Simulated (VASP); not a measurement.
# KScBr4 (P1) in VASP: single point with PBEsol

Aim: the single point of KScBr4 with PBEsol.

All numbers are computed with VASP 6.6.1; they aren't measurements. Logs are shortened: lines on timing, memory, paths and dates and some standing lists are left out, and cuts for length are marked.

**1. The cell of the first run**

The typed cell holds 6 atoms: a = 8.140 Å, b = 8.141 Å, c = 9.235 Å, α = 34.56°, β = 50.64°, γ = 38.26°.

**2. Single point, PBEsol**

File INCAR:

```
PREC = Accurate
ENCUT = 520
EDIFF = 1E-7
ISMEAR = -1
SIGMA = 0.05
LREAL = False
LASPH = True
NELM = 80
ALGO = Normal
ISIF = 2
LWAVE = False
LCHARG = False
GGA = PS
NBANDS = 33
```

File KPOINTS:

```
Automatic mesh
0
Gamma
  4 4 4
```

File POSCAR:

```
KScBr4
1.0
    2.5983985326      1.9544050472      7.4624069269
   -2.5503576862      0.5771168502      7.7093409568
   -1.1796867737     -4.5006092392      7.9772786740
K Sc Br
1 1 4
Direct
   -0.0796716384      0.2053025818     -0.0272797798
    0.6145136944      0.4650473765      0.4066187815
    0.7798277328      0.5848256192      0.4525650690
    0.6071893752      0.9639837794      0.9025824523
    0.1067755063     -0.0373726553      0.4019797108
    0.4442567620      0.3553352063      0.3468028210
```

Potentials or basis: VASP PAW PBE potentials, release 64 (K_sv, Sc_sv, Br).

Run with:

```console
$ cat potpaw_PBE.64/K_sv/POTCAR potpaw_PBE.64/Sc_sv/POTCAR potpaw_PBE.64/Br/POTCAR > POTCAR
$ mpirun -np 1 vasp_std > vasp.out
```

OUTCAR:

```text
PREC = Accurate
   ENCUT = 520
   EDIFF = 1E-7
   ISMEAR = -1
   LREAL = False
   LASPH = True
   NELM = 80
   ISIF = 2
   GGA = PS

 ion  position               nearest neighbor table
   1  0.920  0.205  0.973-   3 3.30
   2  0.615  0.465  0.407-   3 2.53   6 2.60   4 2.62   4 2.65   5 2.67   5 2.67
   3  0.780  0.585  0.453-   2 2.53   1 3.30
   4  0.607  0.964  0.903-   2 2.62   2 2.65
   5  0.107  0.963  0.402-   2 2.67   2 2.67
   6  0.444  0.355  0.347-   2 2.60

  LATTYP: Found a triclinic cell.
 ALAT       =     8.1399564597
 B/A-ratio  =     0.6554706767
 C/A-ratio  =     0.6469680819
 COS(alpha) =     0.0000855840
 COS(beta)  =     0.1017772289
 COS(gamma) =     0.3275921793

  Lattice vectors:

 A1 = (   2.5983985326,   1.9544050472,   7.4624069269)
 A2 = (   5.1487562188,   1.3772881970,  -0.2469340299)
 A3 = (  -1.3706709125,   5.0777260894,  -0.2679377172)

Analysis of symmetry for initial positions (statically):
=====================================================================
 Subroutine PRICEL returns:
 Original cell was already a primitive cell.

 Routine SETGRP: Setting up the symmetry group for a
 triclinic supercell.

 Subroutine GETGRP returns: Found  1 space group operations
 (whereof  1 operations were pure point group operations)
 out of a pool of  2 trial point group operations.

The static configuration has the point symmetry C_1 .

Analysis of symmetry for dynamics (positions and initial velocities):
=====================================================================
 Subroutine PRICEL returns:
 Original cell was already a primitive cell.

 Routine SETGRP: Setting up the symmetry group for a
 triclinic supercell.

 Subroutine GETGRP returns: Found  1 space group operations
 (whereof  1 operations were pure point group operations)
 out of a pool of  2 trial point group operations.

The dynamic configuration has the point symmetry C_1 .

 Subroutine INISYM returns: Found  1 space group operations
 (whereof  1 operations are pure point group operations),
 and found     1 'primitive' translations

----------------------------------------------------------------------------------------

                                     Primitive cell

  volume of cell :     214.8414

  direct lattice vectors                    reciprocal lattice vectors
     2.598398533  1.954405047  7.462406927     0.182928199  0.052365632  0.056595142
    -2.550357686  0.577116850  7.709340957    -0.228895398  0.137456979  0.043701028
    -1.179686774 -4.500609239  7.977278674     0.050085753 -0.181825962  0.030180454

  length of vectors
     8.139956460  8.140720249  9.234940143     0.198514220  0.270550003  0.190997704

  position of ions in fractional coordinates (direct lattice)
     0.920328362  0.205302582  0.972720220
     0.614513694  0.465047377  0.406618782
     0.779827733  0.584825619  0.452565069
     0.607189375  0.963983779  0.902582452
     0.106775506  0.962627345  0.401979711
     0.444256762  0.355335206  0.346802821

  ion indices of the primitive-cell ions
   primitive index   ion index
                 1           1
                 2           2
                 3           3
                 4           4
                 5           5
                 6           6

----------------------------------------------------------------------------------------

 KPOINTS: Automatic mesh

Automatic generation of k-mesh.
 Grid dimensions read from file:
 generate k-points for:    4    4    4

 Generating k-lattice:

  Cartesian coordinates                     Fractional coordinates (reciprocal lattice)
     0.045732050  0.013091408  0.014148786     0.250000000  0.000000000 -0.000000000
    -0.057223850  0.034364245  0.010925257    -0.000000000  0.250000000  0.000000000
     0.012521438 -0.045456491  0.007545114    -0.000000000  0.000000000  0.250000000

  Length of vectors
     0.049628555  0.067637501  0.047749426

  Shift w.r.t. Gamma in fractional coordinates (k-lattice)
     0.000000000  0.000000000  0.000000000

 Subroutine IBZKPT returns following result:
 ===========================================

 Found     36 irreducible k-points:

 Following reciprocal coordinates:
            Coordinates               Weight
  0.000000  0.000000  0.000000      1.000000
  0.250000  0.000000  0.000000      2.000000
  0.500000  0.000000  0.000000      1.000000
  0.000000  0.250000 -0.000000      2.000000
  0.250000  0.250000 -0.000000      2.000000
  0.500000  0.250000 -0.000000      2.000000
[... 16 lines left out ...]
 -0.000000 -0.250000  0.250000      2.000000
  0.250000 -0.250000  0.250000      2.000000
 [... further k-points ...]
   k-points           NKPTS =     36   k-points in BZ     NKDIM =     36   number of bands    NBANDS=     33
   number of dos      NEDOS =    301   number of ions     NIONS =      6
   total plane-waves  NPLWV = 286720
   dimension x,y,z NGX =    64 NGY =   64 NGZ =   70
   dimension x,y,z NGXF=   128 NGYF=  128 NGZF=  140
   ions per type =               1   1   4
   NGX,Y,Z   is equivalent  to a cutoff of  13.07, 13.07, 12.60 a.u.
   NGXF,Y,Z  is equivalent  to a cutoff of  26.14, 26.14, 25.20 a.u.
 SYSTEM =  unknown system
   PREC   = accura    normal or accurate (medium, high low for compatibility)
   ISTART =      0    job   : 0-new  1-cont  2-samecut
   ICHARG =      2    charge: 1-file 2-atom 10-const
   ISPIN  =      1    spin polarized calculation?
   LNONCOLLINEAR =      F non collinear calculations
   LSORBIT =      F    spin-orbit coupling
   LASPH  =      T    aspherical Exc in radial PAW
   ENCUT  =  520.0 eV  38.22 Ry    6.18 a.u.  15.13 15.14 17.17*2*pi/ulx,y,z
   NELM   =     80;   NELMIN=  2; NELMDL= -5     # of ELM steps
   EDIFF  = 0.1E-06   stopping-criterion for ELM
   LREAL  =      F    real-space projection
   EDIFFG = 0.1E-05   stopping-criterion for IOM
   NSW    =      0    number of steps for IOM
   IBRION =     -1    ionic relax: 0-MD 1-quasi-New 2-CG
   NFREE  =      0    steps in history (QN), initial steepest desc. (CG)
   ISIF   =      2    stress and relaxation
   ISYM   =      2    0-nonsym 1-usesym 2-fastsym
   POTIM  = 0.5000    time-step for ionic-motion
   TEBEG  =    0.0;   TEEND  =   0.0 temperature during run
   PSTRESS=    0.0 pullay stress
   NELECT =      48.0000    total number of electrons
   NUPDOWN=      -1.0000    fix difference up-down
   EMIN   =  10.00;   EMAX   =-10.00  energy-range for DOS
   EFERMI =   0.00;   METHOD = LEGACY
   ISMEAR =    -1;   SIGMA  =   0.05  broadening in eV -4-tet -1-fermi 0-gaus
   EFERMI_NEDOS =   21; number of points for ismear=-14 and -15
   IALGO  =     38    algorithm
   IMIX   =      4    mixing-type and parameters
     AMIX     =   0.40;   BMIX     =  1.00
     AMIX_MAG =   1.60;   BMIX_MAG =  1.00
  volume/ion in A,a.u.               =      35.81       241.64
  Fermi-wavevector in a.u.,A,eV,Ry     =   0.993381  1.877218 13.426312  0.986806
  Thomas-Fermi vector in A             =   2.125259
   LORBIT       =      0    0 simple, 1 ext, 2 COOP (PROOUT), +10 PAW based schemes
   GGA     = PS    functional components
   LHFCALC =     F    Hartree Fock is set to
   AEXX    =    0.0000 exact exchange contribution
   IVDW    =     0    specifies the selected vdW correction
   LEPSILON=     F    determine dielectric tensor
   LRPA    =     F    only Hartree local field effects (RPA)
 non-spin polarized calculation
  energy-cutoff  :      520.00
  volume of cell :      214.84
 maximum number of plane-waves:      5805
 NGX is ok and might be reduce to    64
   NGX = 31   NGY = 31   NGZ = 35

 number of electron      47.9999999 magnetization

 Free energy of the ion-electron system (eV)
  ---------------------------------------------------
  ext. energy  EPLUGINS =         0.00000000
  ---------------------------------------------------
  free energy    TOTEN  =       -25.08458211 eV

  energy without entropy =      -25.08458211  energy(sigma->0) =      -25.08458211

 E-fermi :   0.0960     XC(G=0):  -7.4823

 val. band max:       -0.9775205254   @ k =  -0.2500   0.2500   0.2500
 cond. band min:       1.1164139812   @ k =   0.5000   0.5000   0.5000
 fundamental gap:      2.0939345066
 Fermi energy:         0.0960257120

 k-point     1 :       0.0000    0.0000    0.0000
  band No.  band energies     occupation
      1     -49.9066      2.00000
      2     -29.4588      2.00000
      3     -28.6679      2.00000
      4     -28.6506      2.00000
      5     -28.5222      2.00000
      6     -14.9406      2.00000
[... 25 lines left out ...]
     32       5.8299      0.00000
     33       6.1533      0.00000

 k-point     2 :       0.2500    0.0000    0.0000
  band No.  band energies     occupation
      1     -49.9066      2.00000
      2     -29.4586      2.00000
      3     -28.6678      2.00000
      4     -28.6534      2.00000
      5     -28.5222      2.00000
      6     -14.8573      2.00000
[... 25 lines left out ...]
     32       6.1018      0.00000
     33       6.4894      0.00000

 k-point     3 :       0.5000    0.0000    0.0000
  band No.  band energies     occupation
      1     -49.9066      2.00000
      2     -29.4585      2.00000
      3     -28.6677      2.00000
      4     -28.6562      2.00000
      5     -28.5221      2.00000
      6     -14.7597      2.00000
[... 25 lines left out ...]
     32       6.2901      0.00000
     33       6.5822      0.00000

 k-point     4 :       0.0000    0.2500   -0.0000
  band No.  band energies     occupation
      1     -49.9066      2.00000
      2     -29.4584      2.00000
      3     -28.6712      2.00000
      4     -28.6533      2.00000
      5     -28.5221      2.00000
      6     -14.7524      2.00000
[... 673 lines left out ...]
     32       6.0171      0.00000
     33       6.3232      0.00000

 k-point    23 :      -0.0000   -0.2500    0.2500
  band No.  band energies     occupation
      1     -49.9066      2.00000
      2     -29.4583      2.00000
      3     -28.6747      2.00000
      4     -28.6532      2.00000
      5     -28.5220      2.00000
      6     -14.5849      2.00000
[... 25 lines left out ...]
     32       6.4083      0.00000
     33       6.5552      0.00000

 k-point    24 :       0.2500   -0.2500    0.2500
  band No.  band energies     occupation
      1     -49.9066      2.00000
      2     -29.4581      2.00000
      3     -28.6746      2.00000
      4     -28.6560      2.00000
      5     -28.5219      2.00000
      6     -14.5540      2.00000
[... 25 lines left out ...]
     32       6.1497      0.00000
     33       6.4257      0.00000

 [... further k-points ...]
[... 5 lines left out ...]
  --------------------------------------------------------------------------------------
  -------------------------------------------------------------------------------------
  Total        0.0770565      0.0969591      0.1349883     -0.0078263     -0.0035391      0.0046327
  in kB        0.5746478      0.7230713      1.0066736     -0.0583645     -0.0263929      0.0345479
  external PRESSURE =       0.7681309 kB  Pullay stress =       0.0000000 kB

 VOLUME and BASIS-vectors are now :
 -----------------------------------------------------------------------------
  energy-cutoff  :      520.00
  volume of cell :      214.84
      direct lattice vectors                 reciprocal lattice vectors
     2.598398533  1.954405047  7.462406927     0.182928199  0.052365632  0.056595142
    -2.550357686  0.577116850  7.709340957    -0.228895398  0.137456979  0.043701028
    -1.179686774 -4.500609239  7.977278674     0.050085753 -0.181825962  0.030180454

 POSITION                                       TOTAL-FORCE (eV/Angst)
 -----------------------------------------------------------------------------------
      0.72028     -2.46066     16.21027        -0.001529      0.004400     -0.000865
     -0.06897     -0.36064     11.41467        -0.000942     -0.000281      0.002973
      0.00090     -0.17521     13.93825         0.000278      0.001837      0.022567
     -1.94555     -2.31915     19.16293         0.001264      0.000754      0.000002
     -2.65181     -1.04492     11.42473         0.000051     -0.001607      0.001615
     -0.16099     -0.48750      8.82117         0.000878     -0.005102     -0.026293
 -----------------------------------------------------------------------------------
    total drift:                                0.000049      0.000054      0.000310

  FREE ENERGIE OF THE ION-ELECTRON SYSTEM (eV)
  ---------------------------------------------------
  free  energy   TOTEN  =       -25.0845821060 eV

  energy  without entropy=      -25.0845821056  energy(sigma->0) =      -25.08458211
```

Run time: 5.6 min. Hardware: 1 thread of Intel Xeon 6975P-C (Granite Rapids), shared host; peak memory 0.75 GiB.

What came out:

- Free energy: -25.0846 eV
- Pressure: 0.1 GPa
- Largest force: 0.027 eV/Å
- Band gap on the k mesh: 2.09 eV (least direct gap 2.31 eV)

Forces on the atoms (eV/Å):
```
K   -0.002  0.004 -0.001
Sc  -0.001  0.000  0.003
Br   0.000  0.002  0.023
Br   0.001  0.001  0.000
Br   0.000 -0.002  0.002
Br   0.001 -0.005 -0.026
```

Caveat: the PAW data sets were made with another functional, which shifts forces and pressure a little.
